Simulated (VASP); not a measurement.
# Cu3Pt (Pm-3m) in VASP: relaxation of cell and atoms with LDA

Aim: the relaxation of cell and atoms of Cu3Pt with LDA.

All numbers are computed with VASP 6.6.1; they aren't measurements. Logs are shortened: lines on timing, memory, paths and dates and some standing lists are left out, and cuts for length are marked.

## Step 1: The cell of the first run

The structure is cubic, space group Pm-3m (No. 221). The conventional cell has a = 3.710 Å, b = 3.710 Å, c = 3.710 Å, α = 90.00°, β = 90.00°, γ = 90.00°. Cu (site symmetry 4/mmm) has 8 Cu at 2.62 Å and 4 Pt at 2.62 Å within 3.5 Å. Within 3.5 Å of Pt (site symmetry m-3m) lie 12 Cu at 2.62 Å.

## Step 2: Relaxation of cell and atoms, LDA

INCAR

```
ALGO = Normal
EDIFF = 1E-7
EDIFFG = -0.005
ENCUT = 820
GGA_COMPAT = F
IBRION = 2
ISIF = 3
ISMEAR = -1
LASPH = T
LCHARG = F
LREAL = F
LWAVE = F
NELM = 120
NELMIN = 4
NSW = 80
PREC = Accurate
SIGMA = 0.1
```

KPOINTS

```
k-points
0
Gamma
  6 6 6
```

POSCAR

```
Cu3Pt
1.0
    3.7100000000      0.0000000000      0.0000000000
    0.0000000000      3.7100000000      0.0000000000
    0.0000000000      0.0000000000      3.7100000000
Cu Pt
3 1
Direct
    0.0000000000      0.5000000000      0.5000000000
    0.5000000000      0.0000000000      0.5000000000
    0.5000000000      0.5000000000      0.0000000000
    0.0000000000      0.0000000000      0.0000000000
```

Potentials or basis: VASP PAW LDA potentials, release 64 (Cu_sv_GW, Pt_sv_GW).

Command:

```sh
$ cat potpaw_LDA.64/Cu_sv_GW/POTCAR potpaw_LDA.64/Pt_sv_GW/POTCAR > POTCAR
$ mpirun -np 1 vasp_std > vasp.out
```

OUTCAR:

```text
EDIFF = 1E-7
   EDIFFG = -0.005
   ENCUT = 820
   IBRION = 2
   ISIF = 3
   ISMEAR = -1
   LASPH = T
   LREAL = F
   NELM = 120
   NELMIN = 4
   NSW = 80
   PREC = Accurate

 ion  position               nearest neighbor table
   1  0.000  0.500  0.500-   2 2.62   3 2.62   4 2.62   3 2.62   4 2.62   2 2.62   4 2.62   4 2.62
                             2 2.62   3 2.62   3 2.62   2 2.62
   2  0.500  0.000  0.500-   1 2.62   3 2.62   4 2.62   3 2.62   4 2.62   1 2.62   3 2.62   3 2.62
                             1 2.62   4 2.62   4 2.62   1 2.62
   3  0.500  0.500  0.000-   1 2.62   2 2.62   4 2.62   1 2.62   2 2.62   2 2.62   4 2.62   2 2.62
                             1 2.62   4 2.62   1 2.62   4 2.62
   4  0.000  0.000  0.000-   1 2.62   2 2.62   3 2.62   1 2.62   2 2.62   1 2.62   3 2.62   1 2.62
                             2 2.62   3 2.62   2 2.62   3 2.62

  LATTYP: Found a simple cubic cell.
 ALAT       =     3.7100000000

  Lattice vectors:

 A1 = (   3.7100000000,   0.0000000000,   0.0000000000)
 A2 = (   0.0000000000,   3.7100000000,   0.0000000000)
 A3 = (   0.0000000000,   0.0000000000,   3.7100000000)

Analysis of symmetry for initial positions (statically):
=====================================================================
 Subroutine PRICEL returns:
 Original cell was already a primitive cell.

 Routine SETGRP: Setting up the symmetry group for a
 simple cubic supercell.

 Subroutine GETGRP returns: Found 48 space group operations
 (whereof 48 operations were pure point group operations)
 out of a pool of 48 trial point group operations.

The static configuration has the point symmetry O_h .

Analysis of symmetry for dynamics (positions and initial velocities):
=====================================================================
 Subroutine PRICEL returns:
 Original cell was already a primitive cell.

 Routine SETGRP: Setting up the symmetry group for a
 simple cubic supercell.

 Subroutine GETGRP returns: Found 48 space group operations
 (whereof 48 operations were pure point group operations)
 out of a pool of 48 trial point group operations.

The dynamic configuration has the point symmetry O_h .

 Subroutine INISYM returns: Found 48 space group operations
 (whereof 48 operations are pure point group operations),
 and found     1 'primitive' translations

----------------------------------------------------------------------------------------

                                     Primitive cell

  volume of cell :      51.0648

  direct lattice vectors                    reciprocal lattice vectors
[... 77 lines left out ...]
   PREC   = accura    normal or accurate (medium, high low for compatibility)
   ISTART =      0    job   : 0-new  1-cont  2-samecut
   ICHARG =      2    charge: 1-file 2-atom 10-const
   ISPIN  =      1    spin polarized calculation?
   LNONCOLLINEAR =      F non collinear calculations
   LSORBIT =      F    spin-orbit coupling
   LASPH  =      T    aspherical Exc in radial PAW
   ENCUT  =  820.0 eV  60.27 Ry    7.76 a.u.   8.66  8.66  8.66*2*pi/ulx,y,z
   NELM   =    120;   NELMIN=  4; NELMDL= -5     # of ELM steps
   EDIFF  = 0.1E-06   stopping-criterion for ELM
   LREAL  =      F    real-space projection
   EDIFFG = -.5E-02   stopping-criterion for IOM
   NSW    =     80    number of steps for IOM
   IBRION =      2    ionic relax: 0-MD 1-quasi-New 2-CG
   NFREE  =      1    steps in history (QN), initial steepest desc. (CG)
   ISIF   =      3    stress and relaxation
   ISYM   =      2    0-nonsym 1-usesym 2-fastsym
   POTIM  = 0.5000    time-step for ionic-motion
   TEBEG  =    0.0;   TEEND  =   0.0 temperature during run
   PSTRESS=    0.0 pullay stress
   NELECT =      75.0000    total number of electrons
   NUPDOWN=      -1.0000    fix difference up-down
   EMIN   =  10.00;   EMAX   =-10.00  energy-range for DOS
   EFERMI =   0.00;   METHOD = LEGACY
   ISMEAR =    -1;   SIGMA  =   0.10  broadening in eV -4-tet -1-fermi 0-gaus
   EFERMI_NEDOS =   21; number of points for ismear=-14 and -15
   IALGO  =     38    algorithm
   IMIX   =      4    mixing-type and parameters
     AMIX     =   0.40;   BMIX     =  1.00
     AMIX_MAG =   1.60;   BMIX_MAG =  1.00
  volume/ion in A,a.u.               =      12.77        86.15
  Fermi-wavevector in a.u.,A,eV,Ry     =   1.860893  3.516577 47.115912  3.462922
  Thomas-Fermi vector in A             =   2.908805
   LORBIT       =      0    0 simple, 1 ext, 2 COOP (PROOUT), +10 PAW based schemes
   GGA     = CA    functional components
   LHFCALC =     F    Hartree Fock is set to
   AEXX    =    0.0000 exact exchange contribution
   IVDW    =     0    specifies the selected vdW correction
   LEPSILON=     F    determine dielectric tensor
   LRPA    =     F    only Hartree local field effects (RPA)
 conjugate gradient relaxation of ions
 non-spin polarized calculation
  energy-cutoff  :      820.00
  volume of cell :       51.06
 maximum number of plane-waves:      2800
 NGX is ok and might be reduce to    36
   NGX = 17   NGY = 17   NGZ = 17

--------------------------------------- Ionic step        1  -------------------------------------------

 number of electron      75.0000056 magnetization

 Free energy of the ion-electron system (eV)
  ---------------------------------------------------
  ext. energy  EPLUGINS =         0.00000000
  ---------------------------------------------------
  free energy    TOTEN  =       -22.34957776 eV

  energy without entropy =      -22.29729323  energy(sigma->0) =      -22.32343550

------------------------ aborting loop because EDIFF is reached ----------------------------------------

  FORCE on cell =-STRESS in cart. coord.  units (eV):
  Direction    XX          YY          ZZ          XY          YZ          ZX
  --------------------------------------------------------------------------------------
  -------------------------------------------------------------------------------------
  Total       -4.0973079     -4.0973079     -4.0973079      0.0000000      0.0000000     -0.0000000
  in kB     -128.5545509   -128.5545509   -128.5545509      0.0000000      0.0000000     -0.0000000
  external PRESSURE =    -128.5545509 kB  Pullay stress =       0.0000000 kB
[... 253 lines left out ...]
--------------------------------------- Ionic step        8  -------------------------------------------

 number of electron      74.9999981 magnetization

 Free energy of the ion-electron system (eV)
  ---------------------------------------------------
  ext. energy  EPLUGINS =         0.00000000
  ---------------------------------------------------
  free energy    TOTEN  =       -22.48945411 eV

  energy without entropy =      -22.44101209  energy(sigma->0) =      -22.46523310

 E-fermi :   8.5769     XC(G=0): -14.3375

 val. band max:        8.5730144164   @ k =   0.5000   0.5000   0.0000
 cond. band min:       8.7720858670   @ k =   0.3333   0.1667   0.1667
 fundamental gap:      0.1990714505
 Fermi energy:         8.5768955941

 k-point     1 :       0.0000    0.0000    0.0000
  band No.  band energies     occupation
      1    -102.6295      2.00000
      2    -102.6154      2.00000
      3    -102.6154      2.00000
      4     -89.2579      2.00000
      5     -60.6241      2.00000
      6     -60.6241      2.00000
[... 980 lines left out ...]
  FREE ENERGIE OF THE ION-ELECTRON SYSTEM (eV)
  ---------------------------------------------------
  free  energy   TOTEN  =       -22.4894541148 eV

  energy  without entropy=      -22.4410120872  energy(sigma->0) =      -22.46523310

 reached required accuracy - stopping structural energy minimisation
```

OSZICAR:

```text
N       E                     dE             d eps       ncg     rms          rms(c)
DAV:   1     0.223111343148E+04    0.22311E+04   -0.55674E+04  2622   0.690E+03
DAV:   2     0.354780347850E+03   -0.18763E+04   -0.18098E+04  2665   0.159E+03
DAV:   3     0.406000066397E+01   -0.35072E+03   -0.32914E+03  3450   0.951E+02
[... 112 lines left out ...]
DAV:   5    -0.224894637749E+02    0.51388E-03   -0.77572E-04  3208   0.683E-01    0.964E-02
DAV:   6    -0.224894541722E+02    0.96027E-05   -0.11691E-04  3304   0.165E-01    0.119E-01
DAV:   7    -0.224894573318E+02   -0.31596E-05   -0.20771E-05  3184   0.186E-01    0.114E-01
DAV:   8    -0.224894570690E+02    0.26287E-06   -0.52512E-06  2966   0.967E-02    0.350E-02
DAV:   9    -0.224894540493E+02    0.30197E-05   -0.58821E-06  3288   0.948E-02    0.134E-02
DAV:  10    -0.224894541148E+02   -0.65509E-07   -0.75152E-07  2255   0.869E-03
   8 F= -.22489454E+02 E0= -.22465233E+02  d E =-.138507E-03
```

CONTCAR:

```text
Cu3Pt
   1.00000000000000
     3.6290407154104649   -0.0000000000000000    0.0000000000000000
     0.0000000000000000    3.6290407154104649    0.0000000000000000
    -0.0000000000000000   -0.0000000000000000    3.6290407154104649
  Cu              Pt
     3     1
Direct
     0.0000000000000000    0.5000000000000000    0.5000000000000000
     0.5000000000000000    0.0000000000000000    0.5000000000000000
     0.5000000000000000    0.5000000000000000    0.0000000000000000
     0.0000000000000000    0.0000000000000000    0.0000000000000000

  0.00000000E+00  0.00000000E+00  0.00000000E+00
  0.00000000E+00  0.00000000E+00  0.00000000E+00
  0.00000000E+00  0.00000000E+00  0.00000000E+00
  0.00000000E+00  0.00000000E+00  0.00000000E+00
```

It took 22 min on 1 thread of Intel Xeon Platinum 8259CL at 2.50GHz (Skylake/Cascade Lake), shared host; peak memory 0.25 GiB.

What came out:

```yaml
Free_energy: -22.4895 eV
Relaxed_volume: 11.95 Å³/atom
Relaxed_cell: a = 3.629 Å, b = 3.629 Å, c = 3.629 Å, α = 90.00°, β = 90.00°, γ = 90.00°
Space_group_after_relaxing_to_0.1_Å: Pm-3m (No. 221)
Energy_gained_by_relaxing: 35.0 meV/atom
Ionic_steps: 8
Pressure_after_relaxing: 0.0 GPa
Band_gap_on_the_k_mesh: zero (an odd number of electrons rules out a gap without spin polarisation)
```

Step by step:
```
step  energy change (eV)  largest force (eV/Å)  pressure (GPa)  volume (Å³)
   1              0.0000                0.0000          -12.86        51.06
   2              0.1304                0.0000           23.94        43.86
   3             -0.1398                0.0000           -0.36        47.86
   4             -0.1399                0.0000           -0.50        47.79
   5             -0.0758                0.0000           10.59        45.80
   6             -0.1397                0.0000            0.56        47.70
   7             -0.1395                0.0000           -0.81        47.95
   8             -0.1399                0.0000            0.04        47.79
```

Final structure:
```
CELL_PARAMETERS angstrom
3.62904 0.00000 0.00000
0.00000 3.62904 0.00000
0.00000 0.00000 3.62904
ATOMIC_POSITIONS crystal
Cu 0.00000 0.50000 0.50000
Cu 0.50000 0.00000 0.50000
Cu 0.50000 0.50000 0.00000
Pt 0.00000 0.00000 0.00000
```

Caveat: spin-orbit coupling is left out, which moves the levels of the heavy elements. Zero-point motion and thermal expansion aren't in these numbers.

The gap in the log of VASP goes by the Fermi energy; the results here count the filled bands.